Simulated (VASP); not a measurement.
# Nd (P6_3/mmc) in VASP: single point with PBE+U

Aim: the single point of Nd with PBE+U.

Program: VASP 6.6.1. These are calculated values, not measurements. Logs are shortened: lines on timing, memory, paths and dates and some standing lists are left out, and cuts for length are marked.

### Step 1. The cell of the first run

It takes space group P6_3/mmc (No. 194, hexagonal). Conventional cell: a = 3.657 Å, b = 3.657 Å, c = 5.902 Å, α = 90.00°, β = 90.00°, γ = 120.00°. Within 4.8 Å of Nd (site symmetry -6m2) lie 12 Nd at 3.63 to 3.66 Å.

### Step 2. Single point, PBE+U, collinear spin, ferromagnetic start

INCAR

```
SYSTEM = Nd
ALGO     = Normal         ! electronic algorithm
EDIFF    = 1E-7           ! SCF threshold, eV
ENCUT    = 520            ! plane-wave cutoff, eV
GGA      = PE             ! functional
ISIF     = 2              ! what is computed and relaxed
ISMEAR   = -1             ! smearing method
ISPIN    = 2              ! spin polarisation
LASPH    = .TRUE.         ! aspherical terms in the spheres
LCHARG   = .FALSE.        ! write CHGCAR
LDAU     = .TRUE.         ! DFT+U
LDAUJ    = 0            
LDAUL    = 3              ! shell
LDAUPRINT= 1            
LDAUTYPE = 2            
LDAUU    = 2              ! U, eV
LMAXMIX  = 6              ! l up to which the mixer works
LORBIT   = 11             ! projections on sites
LREAL    = .FALSE.        ! projectors in reciprocal space
LWAVE    = .FALSE.        ! write WAVECAR
MAGMOM   = 3 3            ! initial moments
NBANDS   = 25             ! bands
NELM     = 150            ! most SCF steps
PREC     = Accurate       ! precision mode
SIGMA    = 0.05           ! smearing width, eV
```

KPOINTS

```
k-points
0
G
  6 6 4
  0 0 0
```

POSCAR

```
Nd
1.0
    3.6570000000      0.0000000000      0.0000000000
   -1.8285000000      3.1670549016      0.0000000000
    0.0000000000      0.0000000000      5.9020000000
Nd
2
Direct
    0.6666666667      0.3333333333      0.7500000000
    0.3333333333      0.6666666667      0.2500000000
```

Potentials or basis: VASP PAW PBE potentials, release 64 (Nd).

Command:

```
$ cat potpaw_PBE.64/Nd/POTCAR > POTCAR
$ mpirun -np 1 vasp_std > vasp.out
```

OUTCAR:

```text
SYSTEM = Nd
   EDIFF = 1E-7
   ENCUT = 520
   GGA = PE
   ISIF = 2
   ISMEAR = -1
   ISPIN = 2
   LASPH = .TRUE.
   LORBIT = 11
   LREAL = .FALSE.
   NELM = 150
   PREC = Accurate

 ion  position               nearest neighbor table
   1  0.667  0.333  0.750-
   2  0.333  0.667  0.250-

  LATTYP: Found a hexagonal cell.
 ALAT       =     3.6570000000
 C/A-ratio  =     1.6138911676

  Lattice vectors:

 A1 = (   3.6570000000,   0.0000000000,   0.0000000000)
 A2 = (  -1.8285000000,   3.1670549016,   0.0000000000)
 A3 = (   0.0000000000,   0.0000000000,   5.9020000000)

Analysis of symmetry for initial positions (statically):
=====================================================================
 Subroutine PRICEL returns:
 Original cell was already a primitive cell.

 Routine SETGRP: Setting up the symmetry group for a
 hexagonal supercell.

 Subroutine GETGRP returns: Found 24 space group operations
 (whereof 12 operations were pure point group operations)
 out of a pool of 24 trial point group operations.

The static configuration has the point symmetry D_3d.
 The point group associated with its full space group is D_6h.

Analysis of symmetry for dynamics (positions and initial velocities):
=====================================================================
 Subroutine PRICEL returns:
 Original cell was already a primitive cell.

 Routine SETGRP: Setting up the symmetry group for a
 hexagonal supercell.

 Subroutine GETGRP returns: Found 24 space group operations
 (whereof 12 operations were pure point group operations)
 out of a pool of 24 trial point group operations.

The dynamic configuration has the point symmetry D_3d.
 The point group associated with its full space group is D_6h.

Analysis of structural, dynamic, and magnetic symmetry:
=====================================================================
 Subroutine PRICEL returns:
 Original cell was already a primitive cell.

 Routine SETGRP: Setting up the symmetry group for a
 hexagonal supercell.

 Subroutine GETGRP returns: Found 24 space group operations
 (whereof 12 operations were pure point group operations)
 out of a pool of 24 trial point group operations.

The overall configuration has the point symmetry D_3d.
 The point group associated with its full space group is D_6h.

 Subroutine INISYM returns: Found 24 space group operations
 (whereof 12 operations are pure point group operations),
 and found     1 'primitive' translations

----------------------------------------------------------------------------------------

                                     Primitive cell

  volume of cell :      68.3565

  direct lattice vectors                    reciprocal lattice vectors
     3.657000000  0.000000000  0.000000000     0.273448182  0.157875381  0.000000000
    -1.828500000  3.167054902  0.000000000     0.000000000  0.315750762  0.000000000
[... 165 lines left out ...]

 onsite density matrix

spin component  1

  0.9642  0.0000 -0.0000 -0.0000 -0.0000 -0.0000 -0.0000
  0.0000  0.1056  0.0000 -0.0000  0.0000 -0.0000  0.0000
 -0.0000  0.0000  0.9620  0.0000  0.0000 -0.0000  0.0000
 -0.0000 -0.0000  0.0000  0.0416 -0.0000 -0.0000  0.0000
 -0.0000  0.0000  0.0000 -0.0000  0.9620  0.0000 -0.0000
 -0.0000 -0.0000 -0.0000 -0.0000  0.0000  0.1056 -0.0000
 -0.0000  0.0000  0.0000  0.0000 -0.0000 -0.0000  0.0065

spin component  2

  0.0016 -0.0000 -0.0000 -0.0000  0.0000  0.0000 -0.0000
 -0.0000  0.0026 -0.0000  0.0000  0.0000 -0.0000  0.0000
 -0.0000 -0.0000  0.0009 -0.0000  0.0000 -0.0000 -0.0000
 -0.0000  0.0000 -0.0000  0.0017  0.0000 -0.0000 -0.0000
  0.0000  0.0000  0.0000  0.0000  0.0009 -0.0000 -0.0000
  0.0000 -0.0000 -0.0000 -0.0000 -0.0000  0.0026  0.0000
 -0.0000  0.0000 -0.0000 -0.0000 -0.0000  0.0000  0.0013

 occupancies and eigenvectors

  o =  0.0009  v =  0.0000  0.0000  0.0000  0.0000  0.0000  0.0000  0.0000 -0.0000 -0.0000 -1.0000 -0.0000  0.0001 -0.0000  0.0000      0.0000  0.0000  0.0000  0.0000  0.0000  0.0000  0.0000  0.0000  0.0000  0.0000  0.0000  0.0000  0.0000  0.0000
  o =  0.0009  v =  0.0000  0.0000  0.0000  0.0000  0.0000  0.0000  0.0000  0.0000 -0.0000  0.0001  0.0000  1.0000 -0.0000  0.0000      0.0000  0.0000  0.0000  0.0000  0.0000  0.0000  0.0000  0.0000  0.0000  0.0000  0.0000  0.0000  0.0000  0.0000
  o =  0.0013  v =  0.0000  0.0000  0.0000  0.0000  0.0000  0.0000  0.0000  0.0000 -0.0000 -0.0000 -0.0000 -0.0000  0.0000  1.0000      0.0000  0.0000  0.0000  0.0000  0.0000  0.0000  0.0000  0.0000  0.0000  0.0000  0.0000  0.0000  0.0000  0.0000
  o =  0.0016  v =  0.0000  0.0000  0.0000  0.0000  0.0000  0.0000  0.0000  1.0000  0.0000 -0.0000  0.0000  0.0000 -0.0000 -0.0000      0.0000  0.0000  0.0000  0.0000  0.0000  0.0000  0.0000  0.0000  0.0000  0.0000  0.0000  0.0000  0.0000  0.0000
  o =  0.0017  v =  0.0000  0.0000  0.0000  0.0000  0.0000  0.0000  0.0000  0.0000  0.0000  0.0000 -1.0000  0.0000 -0.0000  0.0000      0.0000  0.0000  0.0000  0.0000  0.0000  0.0000  0.0000  0.0000  0.0000  0.0000  0.0000  0.0000  0.0000  0.0000
  o =  0.0026  v =  0.0000  0.0000  0.0000  0.0000  0.0000  0.0000  0.0000  0.0000  0.4237 -0.0000 -0.0000  0.0000  0.9058 -0.0000      0.0000  0.0000  0.0000  0.0000  0.0000  0.0000  0.0000  0.0000  0.0000  0.0000  0.0000  0.0000  0.0000  0.0000
  o =  0.0026  v =  0.0000  0.0000  0.0000  0.0000  0.0000  0.0000  0.0000 -0.0000  0.9058  0.0000  0.0000  0.0000 -0.4237  0.0000      0.0000  0.0000  0.0000  0.0000  0.0000  0.0000  0.0000  0.0000  0.0000  0.0000  0.0000  0.0000  0.0000  0.0000
  o =  0.0065  v =  0.0000 -0.0000  0.0000 -0.0000  0.0000  0.0000  1.0000  0.0000  0.0000  0.0000  0.0000  0.0000  0.0000  0.0000      0.0000  0.0000  0.0000  0.0000  0.0000  0.0000  0.0000  0.0000  0.0000  0.0000  0.0000  0.0000  0.0000  0.0000
  o =  0.0416  v =  0.0000 -0.0000 -0.0000  1.0000 -0.0000  0.0000  0.0000  0.0000  0.0000  0.0000  0.0000  0.0000  0.0000  0.0000      0.0000  0.0000  0.0000  0.0000  0.0000  0.0000  0.0000  0.0000  0.0000  0.0000  0.0000  0.0000  0.0000  0.0000
  o =  0.1056  v =  0.0000 -0.6625 -0.0000  0.0000 -0.0000 -0.7491  0.0000  0.0000  0.0000  0.0000  0.0000  0.0000  0.0000  0.0000      0.0000  0.0000  0.0000  0.0000  0.0000  0.0000  0.0000  0.0000  0.0000  0.0000  0.0000  0.0000  0.0000  0.0000
  o =  0.1056  v =  0.0000 -0.7491 -0.0000 -0.0000  0.0000  0.6625  0.0000  0.0000  0.0000  0.0000  0.0000  0.0000  0.0000  0.0000      0.0000  0.0000  0.0000  0.0000  0.0000  0.0000  0.0000  0.0000  0.0000  0.0000  0.0000  0.0000  0.0000  0.0000
  o =  0.9620  v =  0.0000  0.0000  1.0000  0.0000 -0.0000 -0.0000  0.0000  0.0000  0.0000  0.0000  0.0000  0.0000  0.0000  0.0000      0.0000  0.0000  0.0000  0.0000  0.0000  0.0000  0.0000  0.0000  0.0000  0.0000  0.0000  0.0000  0.0000  0.0000
  o =  0.9620  v =  0.0000 -0.0000  0.0000 -0.0000  1.0000  0.0000 -0.0000  0.0000  0.0000  0.0000  0.0000  0.0000  0.0000  0.0000      0.0000  0.0000  0.0000  0.0000  0.0000  0.0000  0.0000  0.0000  0.0000  0.0000  0.0000  0.0000  0.0000  0.0000
  o =  0.9642  v =  1.0000  0.0000 -0.0000 -0.0000 -0.0000 -0.0000 -0.0000  0.0000  0.0000  0.0000  0.0000  0.0000  0.0000  0.0000      0.0000  0.0000  0.0000  0.0000  0.0000  0.0000  0.0000  0.0000  0.0000  0.0000  0.0000  0.0000  0.0000  0.0000

 number of electron      28.0000000 magnetization       7.8558966

 Free energy of the ion-electron system (eV)
  ---------------------------------------------------
  ext. energy  EPLUGINS =         0.00000000
  ---------------------------------------------------
  free energy    TOTEN  =       -11.94545024 eV

  energy without entropy =      -11.90175320  energy(sigma->0) =      -11.92360172

 E-fermi :   4.8296     XC(G=0):  -9.9154

 val. band max:        4.8108748486   @ k =   0.5000   0.0000   0.2500
 cond. band min:       4.8375914230   @ k =   0.1667   0.1667   0.2500
 fundamental gap:      0.0267165744
 Fermi energy:         4.8296271696

 spin component 1

 k-point     1 :       0.0000    0.0000    0.0000
  band No.  band energies     occupation
      1     -32.9806      1.00000
      2     -32.8363      1.00000
      3     -14.6496      1.00000
      4     -13.7563      1.00000
      5     -13.7563      1.00000
      6     -13.5991      1.00000
[... 577 lines left out ...]
     24       5.3750      0.00002
     25       5.4508      0.00000
 Fermi energy:         4.8296271696

 spin component 2

 k-point     1 :       0.0000    0.0000    0.0000
  band No.  band energies     occupation
      1     -31.4041      1.00000
      2     -31.2481      1.00000
      3     -13.3765      1.00000
      4     -12.5427      1.00000
      5     -12.5427      1.00000
      6     -12.3796      1.00000
[... 577 lines left out ...]
     24       7.5158      0.00000
     25       7.9145      0.00000

------------------------ aborting loop because EDIFF is reached ----------------------------------------

  FORCE on cell =-STRESS in cart. coord.  units (eV):
  Direction    XX          YY          ZZ          XY          YZ          ZX
  --------------------------------------------------------------------------------------
  -------------------------------------------------------------------------------------
  Total        0.6621869      0.6621869      0.6053823      0.0000000      0.0000000      0.0000000
  in kB       15.5207040     15.5207040     14.1892866      0.0000000      0.0000000      0.0000000
  external PRESSURE =      15.0768982 kB  Pullay stress =       0.0000000 kB

 VOLUME and BASIS-vectors are now :
 -----------------------------------------------------------------------------
  energy-cutoff  :      520.00
  volume of cell :       68.36
      direct lattice vectors                 reciprocal lattice vectors
     3.657000000  0.000000000  0.000000000     0.273448182  0.157875381  0.000000000
    -1.828500000  3.167054902  0.000000000     0.000000000  0.315750762  0.000000000
     0.000000000  0.000000000  5.902000000     0.000000000  0.000000000  0.169434090

 POSITION                                       TOTAL-FORCE (eV/Angst)
 -----------------------------------------------------------------------------------
      1.82850      1.05568      4.42650         0.000000     -0.000000      0.000000
     -0.00000      2.11137      1.47550        -0.000000      0.000000      0.000000
 -----------------------------------------------------------------------------------
    total drift:                               -0.000000      0.000000     -0.000000

  FREE ENERGIE OF THE ION-ELECTRON SYSTEM (eV)
  ---------------------------------------------------
  free  energy   TOTEN  =       -11.9454502379 eV

  energy  without entropy=      -11.9017532046  energy(sigma->0) =      -11.92360172

 total charge

# of ion       s       p       d       f       tot
--------------------------------------------------
    1        2.025   5.338   0.612   3.156  11.131
    2        2.025   5.338   0.612   3.156  11.131
--------------------------------------------------
tot          4.049  10.676   1.225   6.312  22.262

 magnetization (x)

# of ion       s       p       d       f       tot
--------------------------------------------------
    1       -0.003  -0.092   0.217   3.133   3.255
    2       -0.003  -0.092   0.217   3.133   3.255
--------------------------------------------------
tot         -0.007  -0.185   0.434   6.266   6.509
```

It took 2.7 min on 1 thread of Intel Xeon Platinum 8375C at 2.90GHz (Ice Lake), shared host; peak memory 0.25 GiB.

What came out:

```
Free energy                                           : -11.9455 eV
Pressure                                              : 1.5 GPa
Net moment                                            : 7.86 μB per cell
Site moments                                          : Nd +3.25 μB
Valence electrons inside the program's atomic spheres : Nd 11.13
```

Eigenvalues of the final occupation matrices:
```csv
site,spin,trace,eigenvalues
site 1 f,1,3.15,0.01 0.04 0.11 0.11 0.96 0.96 0.96
site 1 f,2,0.01,0.00 0.00 0.00 0.00 0.00 0.00 0.00
site 2 f,1,3.15,0.01 0.04 0.11 0.11 0.96 0.96 0.96
site 2 f,2,0.01,0.00 0.00 0.00 0.00 0.00 0.00 0.00
```

Caveat: the magnetic or orbital state may not be the lowest; spin-orbit coupling is left out, which moves the levels of the heavy elements. The state reached can hang on the start; a lower one may exist.
